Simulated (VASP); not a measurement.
# BAs (F-43m) in VASP: further runs

Runs on BAs. Level: PBEsol. Tasks: single point, relaxation of cell and atoms.

Everything below comes from runs of VASP 6.6.1. Logs are shortened: lines on timing, memory, paths and dates and some standing lists are left out, and cuts for length are marked.

## 1. The cell of the first run

It takes space group F-43m (No. 216, cubic). The conventional cell has a = 4.768 Å, b = 4.768 Å, c = 4.768 Å, α = 90.00°, β = 90.00°, γ = 90.00°. Within 2.7 Å of B (site symmetry -43m) lie 4 As at 2.06 Å. As (site symmetry -43m) has 4 B at 2.06 Å within 2.7 Å.

## 2. Single point, PBEsol

The input, INCAR:

```
PREC = Accurate ; ENCUT = 520
EDIFF = 1E-6 ; ISMEAR = 0
SIGMA = 0.01 ; LREAL = False
LASPH = True ; NELM = 80
ALGO = Normal ; ISIF = 2
LWAVE = False ; LCHARG = True
GGA = PS ; LELF = True
LVHAR = True ; NBANDS = 11
```

The input, KPOINTS:

```
regular mesh
0
Gamma
  10 10 10
```

The input, POSCAR:

```
BAs
1.0
    0.0000000000      2.3839379012      2.3839379012
    2.3839379012      0.0000000000      2.3839379012
    2.3839379012      2.3839379012      0.0000000000
B As
1 1
Direct
    0.0000000000      0.0000000000      0.0000000000
    0.7500000000      0.7500000000      0.7500000000
```

Potentials or basis: VASP PAW PBE potentials, release 64 (B, As).

The run is started by

```
$ cat potpaw_PBE.64/B/POTCAR potpaw_PBE.64/As/POTCAR > POTCAR
$ mpirun -np 1 vasp_std > vasp.out
```

OUTCAR:

```text
PREC = Accurate
   ENCUT = 520
   EDIFF = 1E-6
   ISMEAR = 0
   LREAL = False
   LASPH = True
   NELM = 80
   ISIF = 2
   GGA = PS

 ion  position               nearest neighbor table
   1  0.000  0.000  0.000-   2 2.06   2 2.06   2 2.06   2 2.06
   2  0.750  0.750  0.750-   1 2.06   1 2.06   1 2.06   1 2.06

  LATTYP: Found a face centered cubic cell.
 ALAT       =     4.7678758024

  Lattice vectors:

 A1 = (   0.0000000000,   2.3839379012,   2.3839379012)
 A2 = (   2.3839379012,   0.0000000000,   2.3839379012)
 A3 = (   2.3839379012,   2.3839379012,   0.0000000000)

Analysis of symmetry for initial positions (statically):
=====================================================================
 Subroutine PRICEL returns:
 Original cell was already a primitive cell.

 Routine SETGRP: Setting up the symmetry group for a
 face centered cubic supercell.

 Subroutine GETGRP returns: Found 24 space group operations
 (whereof 24 operations were pure point group operations)
 out of a pool of 48 trial point group operations.

The static configuration has the point symmetry T_d .

Analysis of symmetry for dynamics (positions and initial velocities):
=====================================================================
 Subroutine PRICEL returns:
 Original cell was already a primitive cell.

 Routine SETGRP: Setting up the symmetry group for a
 face centered cubic supercell.

 Subroutine GETGRP returns: Found 24 space group operations
 (whereof 24 operations were pure point group operations)
 out of a pool of 48 trial point group operations.

The dynamic configuration has the point symmetry T_d .

 Subroutine INISYM returns: Found 24 space group operations
 (whereof 24 operations are pure point group operations),
 and found     1 'primitive' translations

----------------------------------------------------------------------------------------

                                     Primitive cell

  volume of cell :      27.0966

  direct lattice vectors                    reciprocal lattice vectors
     0.000000000  2.383937901  2.383937901    -0.209737007  0.209737007  0.209737007
     2.383937901  0.000000000  2.383937901     0.209737007 -0.209737007  0.209737007
     2.383937901  2.383937901  0.000000000     0.209737007  0.209737007 -0.209737007

  length of vectors
     3.371397312  3.371397312  3.371397312     0.363275152  0.363275152  0.363275152

  position of ions in fractional coordinates (direct lattice)
     0.000000000  0.000000000  0.000000000
     0.750000000  0.750000000  0.750000000

  ion indices of the primitive-cell ions
   primitive index   ion index
                 1           1
                 2           2

----------------------------------------------------------------------------------------

 KPOINTS: regular mesh

Automatic generation of k-mesh.
 Grid dimensions read from file:
 generate k-points for:   10   10   10

 Generating k-lattice:

  Cartesian coordinates                     Fractional coordinates (reciprocal lattice)
    -0.020973701  0.020973701  0.020973701     0.100000000  0.000000000  0.000000000
     0.020973701 -0.020973701  0.020973701     0.000000000  0.100000000  0.000000000
     0.020973701  0.020973701 -0.020973701     0.000000000  0.000000000  0.100000000

  Length of vectors
     0.036327515  0.036327515  0.036327515

  Shift w.r.t. Gamma in fractional coordinates (k-lattice)
     0.000000000  0.000000000  0.000000000

 Subroutine IBZKPT returns following result:
 ===========================================

 Found     47 irreducible k-points:

 Following reciprocal coordinates:
            Coordinates               Weight
  0.000000  0.000000  0.000000      1.000000
  0.100000  0.000000  0.000000      8.000000
  0.200000  0.000000  0.000000      8.000000
  0.300000  0.000000  0.000000      8.000000
  0.400000  0.000000  0.000000      8.000000
  0.500000  0.000000  0.000000      4.000000
[... 16 lines left out ...]
  0.300000  0.300000  0.000000      6.000000
  0.400000  0.300000  0.000000     24.000000
 [... further k-points ...]
   k-points           NKPTS =     47   k-points in BZ     NKDIM =     47   number of bands    NBANDS=     11
   number of dos      NEDOS =    301   number of ions     NIONS =      2
   total plane-waves  NPLWV =  21952
   dimension x,y,z NGX =    28 NGY =   28 NGZ =   28
   dimension x,y,z NGXF=    56 NGYF=   56 NGZF=   56
   ions per type =               1   1
   NGX,Y,Z   is equivalent  to a cutoff of  13.81, 13.81, 13.81 a.u.
   NGXF,Y,Z  is equivalent  to a cutoff of  27.61, 27.61, 27.61 a.u.
 SYSTEM =  unknown system
   PREC   = accura    normal or accurate (medium, high low for compatibility)
   ISTART =      0    job   : 0-new  1-cont  2-samecut
   ICHARG =      2    charge: 1-file 2-atom 10-const
   ISPIN  =      1    spin polarized calculation?
   LNONCOLLINEAR =      F non collinear calculations
   LSORBIT =      F    spin-orbit coupling
   LASPH  =      T    aspherical Exc in radial PAW
   ENCUT  =  520.0 eV  38.22 Ry    6.18 a.u.   6.27  6.27  6.27*2*pi/ulx,y,z
   NELM   =     80;   NELMIN=  2; NELMDL= -5     # of ELM steps
   EDIFF  = 0.1E-05   stopping-criterion for ELM
   LREAL  =      F    real-space projection
   EDIFFG = 0.1E-04   stopping-criterion for IOM
   NSW    =      0    number of steps for IOM
   IBRION =     -1    ionic relax: 0-MD 1-quasi-New 2-CG
   NFREE  =      0    steps in history (QN), initial steepest desc. (CG)
   ISIF   =      2    stress and relaxation
   ISYM   =      2    0-nonsym 1-usesym 2-fastsym
   POTIM  = 0.5000    time-step for ionic-motion
   TEBEG  =    0.0;   TEEND  =   0.0 temperature during run
   PSTRESS=    0.0 pullay stress
   NELECT =       8.0000    total number of electrons
   NUPDOWN=      -1.0000    fix difference up-down
   EMIN   =  10.00;   EMAX   =-10.00  energy-range for DOS
   EFERMI =   0.00;   METHOD = LEGACY
   ISMEAR =     0;   SIGMA  =   0.01  broadening in eV -4-tet -1-fermi 0-gaus
   EFERMI_NEDOS =   21; number of points for ismear=-14 and -15
   IALGO  =     38    algorithm
   IMIX   =      4    mixing-type and parameters
     AMIX     =   0.40;   BMIX     =  1.00
     AMIX_MAG =   1.60;   BMIX_MAG =  1.00
  volume/ion in A,a.u.               =      13.55        91.43
  Fermi-wavevector in a.u.,A,eV,Ry     =   1.090101  2.059991 16.168064  1.188319
  Thomas-Fermi vector in A             =   2.226318
   LORBIT       =      0    0 simple, 1 ext, 2 COOP (PROOUT), +10 PAW based schemes
   GGA     = PS    functional components
   LHFCALC =     F    Hartree Fock is set to
   AEXX    =    0.0000 exact exchange contribution
   IVDW    =     0    specifies the selected vdW correction
   LEPSILON=     F    determine dielectric tensor
   LRPA    =     F    only Hartree local field effects (RPA)
 non-spin polarized calculation
 Gauss-broadening in eV      SIGMA  =   0.01
  energy-cutoff  :      520.00
  volume of cell :       27.10
 maximum number of plane-waves:       745
 NGX is ok and might be reduce to    28
   NGX = 13   NGY = 13   NGZ = 13

 number of electron       8.0000000 magnetization

 Free energy of the ion-electron system (eV)
  ---------------------------------------------------
  ext. energy  EPLUGINS =         0.00000000
  ---------------------------------------------------
  free energy    TOTEN  =       -12.20338393 eV

  energy without entropy =      -12.20338393  energy(sigma->0) =      -12.20338393

 E-fermi :   6.1646     XC(G=0): -10.7554

 val. band max:        6.1073877785   @ k =   0.0000   0.0000   0.0000
 cond. band min:       7.1776060759   @ k =   0.4000   0.4000   0.0000
 fundamental gap:      1.0702182974
 Fermi energy:         6.1645826344

 k-point     1 :       0.0000    0.0000    0.0000
  band No.  band energies     occupation
      1      -9.3822      2.00000
      2       6.1074      2.00000
      3       6.1074      2.00000
      4       6.1074      2.00000
      5       9.3544      0.00000
      6       9.3544      0.00000
      7       9.3544      0.00000
      8      10.8621      0.00000
      9      15.4821      0.00000
     10      19.0617      0.00000
     11      19.0617      0.00000

 k-point     2 :       0.1000    0.0000    0.0000
  band No.  band energies     occupation
      1      -9.2168      2.00000
      2       4.6981      2.00000
      3       5.8006      2.00000
      4       5.8006      2.00000
      5       9.5118      0.00000
      6       9.7574      0.00000
      7       9.7574      0.00000
      8      11.7178      0.00000
      9      16.1433      0.00000
     10      17.9374      0.00000
     11      17.9374      0.00000

 k-point     3 :       0.2000    0.0000    0.0000
  band No.  band energies     occupation
      1      -8.7286      2.00000
      2       2.3120      2.00000
      3       5.2193      2.00000
      4       5.2193      2.00000
      5       9.3039      0.00000
      6      10.4783      0.00000
      7      10.4783      0.00000
      8      13.3028      0.00000
      9      17.1574      0.00000
     10      17.2041      0.00000
     11      17.2041      0.00000

 k-point     4 :       0.3000    0.0000    0.0000
  band No.  band energies     occupation
      1      -7.9534      2.00000
      2       0.0004      2.00000
      3       4.7073      2.00000
      4       4.7073      2.00000
      5       9.0355      0.00000
      6      10.8709      0.00000
      7      10.8709      0.00000
      8      14.5065      0.00000
      9      17.2936      0.00000
     10      17.6613      0.00000
     11      17.6613      0.00000

 k-point     5 :       0.4000    0.0000    0.0000
  band No.  band energies     occupation
      1      -7.0231      2.00000
      2      -1.8943      2.00000
      3       4.3796      2.00000
      4       4.3796      2.00000
      5       8.8560      0.00000
      6      10.8837      0.00000
      7      10.8837      0.00000
      8      14.8424      0.00000
      9      18.0493      0.00000
     10      19.2035      0.00000
     11      19.2035      0.00000
[... 211 lines left out ...]
 k-point    21 :      -0.3000    0.2000    0.0000
  band No.  band energies     occupation
      1      -6.8097      2.00000
      2      -0.9830      2.00000
      3       1.4269      2.00000
      4       4.1304      2.00000
      5       9.5839      0.00000
      6      12.0272      0.00000
      7      12.2777      0.00000
      8      14.2034      0.00000
      9      16.7247      0.00000
     10      18.1219      0.00000
     11      21.3522      0.00000

 k-point    22 :      -0.2000    0.2000    0.0000
  band No.  band energies     occupation
      1      -7.6879      2.00000
      2       0.6061      2.00000
      3       1.9712      2.00000
      4       4.8010      2.00000
      5      10.0208      0.00000
      6      11.2081      0.00000
      7      12.0791      0.00000
      8      13.0722      0.00000
      9      15.9072      0.00000
     10      18.6264      0.00000
     11      20.2396      0.00000

 k-point    23 :       0.3000    0.3000    0.0000
  band No.  band energies     occupation
      1      -7.4512      2.00000
      2       0.8863      2.00000
      3       2.8764      2.00000
      4       2.8764      2.00000
      5       7.4116      0.00000
      6       9.6600      0.00000
      7      14.5731      0.00000
      8      14.5731      0.00000
      9      17.1003      0.00000
     10      21.0716      0.00000
     11      21.2187      0.00000

 k-point    24 :       0.4000    0.3000    0.0000
  band No.  band energies     occupation
      1      -6.7166      2.00000
      2      -0.3689      2.00000
      3       2.0737      2.00000
      4       2.5772      2.00000
      5       7.7109      0.00000
      6       9.4010      0.00000
      7      14.9505      0.00000
      8      15.1861      0.00000
      9      18.1459      0.00000
     10      21.8648      0.00000
     11      21.9877      0.00000

 [... further k-points ...]

------------------------ aborting loop because EDIFF is reached ----------------------------------------

  FORCE on cell =-STRESS in cart. coord.  units (eV):
  Direction    XX          YY          ZZ          XY          YZ          ZX
  --------------------------------------------------------------------------------------
  -------------------------------------------------------------------------------------
  Total        0.1481710      0.1481710      0.1481710     -0.0000000     -0.0000000      0.0000000
  in kB        8.7611069      8.7611069      8.7611069     -0.0000000     -0.0000000      0.0000000
  external PRESSURE =       8.7611069 kB  Pullay stress =       0.0000000 kB

 VOLUME and BASIS-vectors are now :
 -----------------------------------------------------------------------------
  energy-cutoff  :      520.00
  volume of cell :       27.10
      direct lattice vectors                 reciprocal lattice vectors
     0.000000000  2.383937901  2.383937901    -0.209737007  0.209737007  0.209737007
     2.383937901  0.000000000  2.383937901     0.209737007 -0.209737007  0.209737007
     2.383937901  2.383937901  0.000000000     0.209737007  0.209737007 -0.209737007

 POSITION                                       TOTAL-FORCE (eV/Angst)
 -----------------------------------------------------------------------------------
      0.00000      0.00000      0.00000        -0.000000      0.000000      0.000000
      3.57591      3.57591      3.57591         0.000000     -0.000000     -0.000000
 -----------------------------------------------------------------------------------
    total drift:                                0.000000      0.000000      0.000000

  FREE ENERGIE OF THE ION-ELECTRON SYSTEM (eV)
  ---------------------------------------------------
  free  energy   TOTEN  =       -12.2033839291 eV

  energy  without entropy=      -12.2033839291  energy(sigma->0) =      -12.20338393
```

Run time: 9.4 s. Hardware: 1 thread of Intel Xeon Platinum 8488C (Sapphire Rapids), shared host; peak memory 0.15 GiB.

What came out:

```yaml
Free_energy: -12.2034 eV
Pressure: 0.9 GPa
Band_gap_on_the_k_mesh: 1.07 eV, indirect (least direct gap 3.25 eV)
```

Caveat: the PAW data sets were made with another functional, which shifts forces and pressure a little. A k mesh can miss the band edges.

(Part 1 of 2 ends here.)
